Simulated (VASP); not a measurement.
# Si (Im-3m) in VASP: notebook

Si is run at these levels: BLYP; tasks: single point.

Everything below comes from runs of VASP 6.6.1. Logs are shortened: lines on timing, memory, paths and dates and some standing lists are left out, and cuts for length are marked.

**1. The cell of the first run**

Symmetry: Im-3m, No. 229, cubic system. The conventional cell has a = 3.204 Å, b = 3.204 Å, c = 3.204 Å, α = 90.00°, β = 90.00°, γ = 90.00°. Si (site symmetry m-3m) has 14 Si at 2.77 to 3.20 Å within 3.7 Å.

**2. Single point, BLYP**

INCAR reads:

```
SYSTEM = Si
PREC     = Accurate       ! precision mode
ENCUT    = 520            ! plane-wave cutoff, eV
EDIFF    = 1E-7           ! SCF threshold, eV
ISMEAR   = -1             ! smearing method
SIGMA    = 0.1            ! smearing width, eV
LREAL    = .False.        ! projectors in reciprocal space
LASPH    = .True.         ! aspherical terms in the spheres
NELM     = 60             ! most SCF steps
ALGO     = Normal         ! electronic algorithm
ISIF     = 2              ! what is computed and relaxed
LWAVE    = .False.        ! write WAVECAR
LCHARG   = .False.        ! write CHGCAR
GGA      = B5             ! functional
ALDAX    = 1.0          
AGGAX    = 1.0          
AGGAC    = 1.0          
ALDAC    = 0.0          
NBANDS   = 8              ! bands
```

KPOINTS reads:

```
regular mesh
0
Gamma
  14 14 14
  0 0 0
```

POSCAR reads:

```
Si
1.0
   -1.6018877561      1.6018877561      1.6018877561
    1.6018877561     -1.6018877561      1.6018877561
    1.6018877561      1.6018877561     -1.6018877561
Si
1
Direct
    0.0000000000      0.0000000000      0.0000000000
```

Potentials or basis: VASP PAW PBE potentials, release 64 (Si).

Launch:

```bash
$ cat potpaw_PBE.64/Si/POTCAR > POTCAR
$ mpirun -np 1 vasp_std > vasp.out
```

OUTCAR:

```text
SYSTEM = Si
   PREC = Accurate
   ENCUT = 520
   EDIFF = 1E-7
   ISMEAR = -1
   LREAL = .False.
   LASPH = .True.
   NELM = 60
   ISIF = 2
   GGA = B5

 ion  position               nearest neighbor table
   1  0.000  0.000  0.000-

  LATTYP: Found a body centered cubic cell.
 ALAT       =     3.2037755122

  Lattice vectors:

 A1 = (  -1.6018877561,   1.6018877561,   1.6018877561)
 A2 = (   1.6018877561,  -1.6018877561,   1.6018877561)
 A3 = (   1.6018877561,   1.6018877561,  -1.6018877561)

Analysis of symmetry for initial positions (statically):
=====================================================================
 Subroutine PRICEL returns:
 Original cell was already a primitive cell.

 Routine SETGRP: Setting up the symmetry group for a
 body centered cubic supercell.

 Subroutine GETGRP returns: Found 48 space group operations
 (whereof 48 operations were pure point group operations)
 out of a pool of 48 trial point group operations.

The static configuration has the point symmetry O_h .

Analysis of symmetry for dynamics (positions and initial velocities):
=====================================================================
 Subroutine PRICEL returns:
 Original cell was already a primitive cell.

 Routine SETGRP: Setting up the symmetry group for a
 body centered cubic supercell.

 Subroutine GETGRP returns: Found 48 space group operations
 (whereof 48 operations were pure point group operations)
 out of a pool of 48 trial point group operations.

The dynamic configuration has the point symmetry O_h .

 Subroutine INISYM returns: Found 48 space group operations
 (whereof 48 operations are pure point group operations),
 and found     1 'primitive' translations

----------------------------------------------------------------------------------------

                                     Primitive cell

  volume of cell :      16.4421

  direct lattice vectors                    reciprocal lattice vectors
    -1.601887756  1.601887756  1.601887756     0.000000000  0.312131732  0.312131732
     1.601887756 -1.601887756  1.601887756     0.312131732  0.000000000  0.312131732
     1.601887756  1.601887756 -1.601887756     0.312131732  0.312131732  0.000000000

  length of vectors
     2.774550982  2.774550982  2.774550982     0.441420929  0.441420929  0.441420929

  position of ions in fractional coordinates (direct lattice)
     0.000000000  0.000000000  0.000000000

  ion indices of the primitive-cell ions
   primitive index   ion index
                 1           1

----------------------------------------------------------------------------------------

 KPOINTS: regular mesh

Automatic generation of k-mesh.
 Grid dimensions read from file:
 generate k-points for:   14   14   14

 Generating k-lattice:

  Cartesian coordinates                     Fractional coordinates (reciprocal lattice)
     0.000000000  0.022295124  0.022295124     0.071428571  0.000000000  0.000000000
     0.022295124  0.000000000  0.022295124     0.000000000  0.071428571  0.000000000
     0.022295124  0.022295124  0.000000000     0.000000000  0.000000000  0.071428571

  Length of vectors
     0.031530066  0.031530066  0.031530066

  Shift w.r.t. Gamma in fractional coordinates (k-lattice)
     0.000000000  0.000000000  0.000000000

 Subroutine IBZKPT returns following result:
 ===========================================

 Found    104 irreducible k-points:

 Following reciprocal coordinates:
            Coordinates               Weight
  0.000000  0.000000  0.000000      1.000000
  0.071429  0.000000  0.000000     12.000000
  0.142857  0.000000  0.000000     12.000000
  0.214286  0.000000  0.000000     12.000000
  0.285714  0.000000  0.000000     12.000000
  0.357143  0.000000  0.000000     12.000000
[... 16 lines left out ...]
  0.285714  0.285714  0.000000     24.000000
  0.357143  0.285714  0.000000     24.000000
 [... further k-points ...]
   k-points           NKPTS =    104   k-points in BZ     NKDIM =    104   number of bands    NBANDS=      8
   number of dos      NEDOS =    301   number of ions     NIONS =      1
   total plane-waves  NPLWV =  13824
   dimension x,y,z NGX =    24 NGY =   24 NGZ =   24
   dimension x,y,z NGXF=    48 NGYF=   48 NGZF=   48
   ions per type =               1
   NGX,Y,Z   is equivalent  to a cutoff of  14.38, 14.38, 14.38 a.u.
   NGXF,Y,Z  is equivalent  to a cutoff of  28.76, 28.76, 28.76 a.u.
 SYSTEM =  Si
   PREC   = accura    normal or accurate (medium, high low for compatibility)
   ISTART =      0    job   : 0-new  1-cont  2-samecut
   ICHARG =      2    charge: 1-file 2-atom 10-const
   ISPIN  =      1    spin polarized calculation?
   LNONCOLLINEAR =      F non collinear calculations
   LSORBIT =      F    spin-orbit coupling
   LASPH  =      T    aspherical Exc in radial PAW
   ENCUT  =  520.0 eV  38.22 Ry    6.18 a.u.   5.16  5.16  5.16*2*pi/ulx,y,z
   NELM   =     60;   NELMIN=  2; NELMDL= -5     # of ELM steps
   EDIFF  = 0.1E-06   stopping-criterion for ELM
   LREAL  =      F    real-space projection
   EDIFFG = 0.1E-05   stopping-criterion for IOM
   NSW    =      0    number of steps for IOM
   IBRION =     -1    ionic relax: 0-MD 1-quasi-New 2-CG
   NFREE  =      0    steps in history (QN), initial steepest desc. (CG)
   ISIF   =      2    stress and relaxation
   ISYM   =      2    0-nonsym 1-usesym 2-fastsym
   POTIM  = 0.5000    time-step for ionic-motion
   TEBEG  =    0.0;   TEEND  =   0.0 temperature during run
   PSTRESS=    0.0 pullay stress
   NELECT =       4.0000    total number of electrons
   NUPDOWN=      -1.0000    fix difference up-down
   EMIN   =  10.00;   EMAX   =-10.00  energy-range for DOS
   EFERMI =   0.00;   METHOD = LEGACY
   ISMEAR =    -1;   SIGMA  =   0.10  broadening in eV -4-tet -1-fermi 0-gaus
   EFERMI_NEDOS =   21; number of points for ismear=-14 and -15
   IALGO  =     38    algorithm
   IMIX   =      4    mixing-type and parameters
     AMIX     =   0.40;   BMIX     =  1.00
     AMIX_MAG =   1.60;   BMIX_MAG =  1.00
  volume/ion in A,a.u.               =      16.44       110.96
  Fermi-wavevector in a.u.,A,eV,Ry     =   1.021981  1.931264 14.210534  1.044445
  Thomas-Fermi vector in A             =   2.155635
   LORBIT       =      0    0 simple, 1 ext, 2 COOP (PROOUT), +10 PAW based schemes
   GGA     = B5    functional components
   LHFCALC =     F    Hartree Fock is set to
   AEXX    =    0.0000 exact exchange contribution
   IVDW    =     0    specifies the selected vdW correction
   LEPSILON=     F    determine dielectric tensor
   LRPA    =     F    only Hartree local field effects (RPA)
 non-spin polarized calculation
  energy-cutoff  :      520.00
  volume of cell :       16.44
 maximum number of plane-waves:       466
 NGX is ok and might be reduce to    24
   NGX = 11   NGY = 11   NGZ = 11

 number of electron       4.0000000 magnetization

 Free energy of the ion-electron system (eV)
  ---------------------------------------------------
  ext. energy  EPLUGINS =         0.00000000
  ---------------------------------------------------
  free energy    TOTEN  =        -3.81362231 eV

  energy without entropy =       -3.79708717  energy(sigma->0) =       -3.80535474

 E-fermi :   8.8991     XC(G=0): -10.0243

 val. band max:        8.8950747867   @ k =  -0.2857   0.4286   0.1429
 cond. band min:       8.9316168019   @ k =   0.5000   0.5000   0.3571
 fundamental gap:      0.0365420152
 Fermi energy:         8.8990827218

 k-point     1 :       0.0000    0.0000    0.0000
  band No.  band energies     occupation
      1      -4.2295      2.00000
      2      18.5805      0.00000
      3      18.5805      0.00000
      4      18.5805      0.00000
      5      20.9321      0.00000
      6      20.9321      0.00000
      7      20.9321      0.00000
      8      24.6026      0.00000

 k-point     2 :       0.0714    0.0000    0.0000
  band No.  band energies     occupation
      1      -4.0862      2.00000
      2      17.3286      0.00000
      3      17.7743      0.00000
      4      18.4434      0.00000
      5      20.5063      0.00000
      6      21.3531      0.00000
      7      21.9813      0.00000
      8      23.7325      0.00000

 k-point     3 :       0.1429    0.0000    0.0000
  band No.  band energies     occupation
      1      -3.6571      2.00000
      2      14.9196      0.00000
      3      16.5653      0.00000
      4      18.0642      0.00000
      5      19.5776      0.00000
      6      21.0572      0.00000
      7      23.5734      0.00000
      8      23.9146      0.00000

 k-point     4 :       0.2143    0.0000    0.0000
  band No.  band energies     occupation
      1      -2.9445      2.00000
      2      12.2407      0.00000
      3      15.5013      0.00000
      4      17.5439      0.00000
      5      18.5866      0.00000
      6      20.1245      0.00000
      7      24.3603      0.00000
      8      24.5505      0.00000

 k-point     5 :       0.2857    0.0000    0.0000
  band No.  band energies     occupation
      1      -1.9524      2.00000
      2       9.5921      0.00195
      3      14.6566      0.00000
      4      17.0140      0.00000
      5      17.7327      0.00000
      6      19.2827      0.00000
      7      25.1646      0.00000
      8      25.4037      0.00000
[... 177 lines left out ...]
 k-point    22 :       0.3571    0.2143    0.0000
  band No.  band energies     occupation
      1       2.5500      2.00000
      2       4.7415      2.00000
      3       8.4990      1.96407
      4      13.9363      0.00000
      5      19.9740      0.00000
      6      22.7896      0.00000
      7      25.2434      0.00000
      8      26.9555      0.00000

 k-point    23 :       0.2857    0.2857    0.0000
  band No.  band energies     occupation
      1       2.4525      2.00000
      2       6.0839      2.00000
      3       6.8881      2.00000
      4      13.8213      0.00000
      5      20.8299      0.00000
      6      22.3768      0.00000
      7      25.1149      0.00000
      8      27.9887      0.00000

 k-point    24 :       0.3571    0.2857    0.0000
  band No.  band energies     occupation
      1       3.7197      2.00000
      2       4.8640      2.00000
      3       6.4602      2.00000
      4      13.7026      0.00000
      5      21.0267      0.00000
      6      23.0831      0.00000
      7      24.0707      0.00000
      8      28.6877      0.00000

 [... further k-points ...]
[... 5 lines left out ...]
  --------------------------------------------------------------------------------------
  -------------------------------------------------------------------------------------
  Total        0.0325507      0.0325507      0.0325507     -0.0000000     -0.0000000     -0.0000000
  in kB        3.1718675      3.1718675      3.1718675     -0.0000000     -0.0000000     -0.0000000
  external PRESSURE =       3.1718675 kB  Pullay stress =       0.0000000 kB

 VOLUME and BASIS-vectors are now :
 -----------------------------------------------------------------------------
  energy-cutoff  :      520.00
  volume of cell :       16.44
      direct lattice vectors                 reciprocal lattice vectors
    -1.601887756  1.601887756  1.601887756     0.000000000  0.312131732  0.312131732
     1.601887756 -1.601887756  1.601887756     0.312131732  0.000000000  0.312131732
     1.601887756  1.601887756 -1.601887756     0.312131732  0.312131732  0.000000000

 POSITION                                       TOTAL-FORCE (eV/Angst)
 -----------------------------------------------------------------------------------
      0.00000      0.00000      0.00000         0.000000     -0.000000      0.000000
 -----------------------------------------------------------------------------------
    total drift:                                0.000000      0.000000      0.000000

  FREE ENERGIE OF THE ION-ELECTRON SYSTEM (eV)
  ---------------------------------------------------
  free  energy   TOTEN  =        -3.8136223053 eV

  energy  without entropy=       -3.7970871749  energy(sigma->0) =       -3.80535474
```

It took 17 s on 1 thread of Intel Xeon 8259CL, shared host; peak memory 0.13 GiB.

What came out:

- Free energy: -3.8136 eV
- Pressure: 0.3 GPa
- Band gap on the k mesh: zero (band 2 reaches 18.58 eV, above the bottom of band 3 at 5.52 eV)

Levels at points of the mesh, in eV from the Fermi level:
```csv
k point,band 1,band 2,band 3,band 4,band 5
"(0.00, 0.00, 0.00)",-13.13,9.68,9.68,9.68,12.03
"(0.50, 0.00, 0.00)",-6.72,-5.67,4.66,7.30,7.67
"(0.50, 0.50, 0.50)",-0.48,-0.48,-0.48,-0.28,3.09
```

Caveat: the PAW data sets were made with another functional, which shifts forces and pressure a little.

**3. Single point, BLYP (volume scaled by 0.88)**

INCAR reads:

```
PREC = Accurate
ENCUT = 520
EDIFF = 1E-6
ISMEAR = -1
SIGMA = 0.1
LREAL = False
LASPH = True
NELM = 80
ALGO = Normal
ISIF = 2
LWAVE = False
LCHARG = True
GGA = B5
ALDAX = 1.0
AGGAX = 1.0
AGGAC = 1.0
ALDAC = 0.0
LELF = True
LVHAR = True
NBANDS = 8
```

KPOINTS reads:

```
regular mesh
0
Gamma
  16 16 16
```

POSCAR reads:

```
Si
1.0
   -1.5350633607      1.5350633607      1.5350633607
    1.5350633607     -1.5350633607      1.5350633607
    1.5350633607      1.5350633607     -1.5350633607
Si
1
Direct
    0.0000000000      0.0000000000      0.0000000000
```

Potentials or basis: VASP PAW PBE potentials, release 64 (Si).

Launch:

```bash
$ cat potpaw_PBE.64/Si/POTCAR > POTCAR
$ mpirun -np 1 vasp_std > vasp.out
```

Wall time 19 s (1 thread of Intel Xeon 8259CL, shared host); peak memory 0.13 GiB.

The run converged. Its results:

| Property | Result |
| --- | --- |
| Free energy | -3.7493 eV |
| Pressure | 10.6 GPa |
| Band gap on the k mesh | zero (band 2 reaches 21.75 eV, above the bottom of band 3 at 6.58 eV) |

Levels at points of the mesh, in eV from the Fermi level:
```
           k point  band 1  band 2  band 3  band 4  band 5  band 6
(0.00, 0.00, 0.00)  -14.24   11.26   11.26   11.26   12.58   12.58
(0.50, 0.00, 0.00)   -6.95   -6.42    5.38    7.75    8.18   10.04
(0.50, 0.50, 0.50)   -0.53   -0.53   -0.53    0.99    2.68    2.68
```

Caveat: the PAW data sets were made with another functional, which shifts forces and pressure a little.

**4. Single point, BLYP (volume scaled by 0.92)**

INCAR reads:

```
PREC = Accurate
ENCUT = 520
EDIFF = 1E-6
ISMEAR = -1
SIGMA = 0.1
LREAL = False
LASPH = True
NELM = 60
ALGO = Normal
ISIF = 2
LWAVE = False
LCHARG = False
GGA = B5
ALDAX = 1.0
AGGAX = 1.0
AGGAC = 1.0
ALDAC = 0.0
NBANDS = 8
```

KPOINTS reads:

```
Automatic mesh
0
Gamma
  16 16 16
```

POSCAR reads:

```
Si
1.0
   -1.5579781324      1.5579781324      1.5579781324
    1.5579781324     -1.5579781324      1.5579781324
    1.5579781324      1.5579781324     -1.5579781324
Si
1
Direct
    0.0000000000      0.0000000000      0.0000000000
```

Launch:

```bash
$ cat potpaw_PBE.64/Si/POTCAR > POTCAR
$ mpirun -np 1 vasp_std > vasp.out
```

It took 19 s on 1 thread of Intel Xeon 8259CL, shared host; peak memory 0.13 GiB.

Results (log left out):

* Free energy: -3.7836 eV
* Pressure: 6.3 GPa
* Band gap on the k mesh: zero (band 2 reaches 20.61 eV, above the bottom of band 3 at 6.20 eV)

Levels at points of the mesh, in eV from the Fermi level:
```csv
k point,band 1,band 2,band 3,band 4,band 5
"(0.00, 0.00, 0.00)",-13.83,10.69,10.69,10.69,12.39
"(0.50, 0.00, 0.00)",-6.86,-6.14,5.12,7.73,7.88
"(0.50, 0.50, 0.50)",-0.51,-0.51,-0.51,0.53,2.83
```

Caveat: the PAW data sets were made with another functional, which shifts forces and pressure a little.

**5. Single point, BLYP (volume scaled by 0.96)**

INCAR reads:

```
SYSTEM = Si
  AGGAC = 1.0
  AGGAX = 1.0
  ALDAC = 0.0
  ALDAX = 1.0
  ALGO = Normal
  EDIFF = 1E-6
  ENCUT = 520
  GGA = B5
  ISIF = 2
  ISMEAR = -1
  LASPH = .TRUE.
  LCHARG = .FALSE.
  LREAL = .FALSE.
  LWAVE = .FALSE.
  NBANDS = 8
  NELM = 60
  PREC = Accurate
  SIGMA = 0.1
```

KPOINTS reads:

```
k-points
0
G
  16 16 16
  0 0 0
```

POSCAR reads:

```
Si
1.0
   -1.5802379703      1.5802379703      1.5802379703
    1.5802379703     -1.5802379703      1.5802379703
    1.5802379703      1.5802379703     -1.5802379703
Si
1
Direct
    0.0000000000      0.0000000000      0.0000000000
```

Launch:

```bash
$ cat potpaw_PBE.64/Si/POTCAR > POTCAR
$ mpirun -np 1 vasp_std > vasp.out
```

Run time: 19 s. Hardware: 1 thread of Intel Xeon 8259CL, shared host; peak memory 0.12 GiB.

Results (log left out):

| Item | Value |
| --- | --- |
| Free energy | -3.8022 eV |
| Pressure | 2.9 GPa |
| Band gap on the k mesh | zero (band 2 reaches 19.55 eV, above the bottom of band 3 at 5.85 eV) |

Levels at points of the mesh, in eV from the Fermi level:
```csv
k point,band 1,band 2,band 3,band 4,band 5,band 6
"(0.00, 0.00, 0.00)",-13.46,10.17,10.17,10.17,12.21,12.21
"(0.50, 0.00, 0.00)",-6.78,-5.89,4.89,7.59,7.70,9.49
"(0.50, 0.50, 0.50)",-0.49,-0.49,-0.49,0.11,2.97,2.97
```

Caveat: the PAW data sets were made with another functional, which shifts forces and pressure a little.

**6. Summary**

```tsv
cell	k mesh	gap on the mesh (eV)	pressure (GPa)
a = 2.775 Å, angles 109.5°, 1 atom	14 × 14 × 14	none	0.3
a = 2.659 Å, angles 109.5°, 1 atom	16 × 16 × 16	none	10.6
a = 2.698 Å, angles 109.5°, 1 atom	16 × 16 × 16	none	6.3
a = 2.737 Å, angles 109.5°, 1 atom	16 × 16 × 16	none	2.9
```

Alike in all rows: task single point; level BLYP; potentials or basis VASP PAW PBE potentials, release 64 (Si); no spin polarisation; cutoff (eV) 520; smearing fermi-dirac 0.1 eV.

Caveats: the PAW data sets were made with another functional, which shifts forces and pressure a little.

Absolute energies hang on the potentials; compare differences alone.
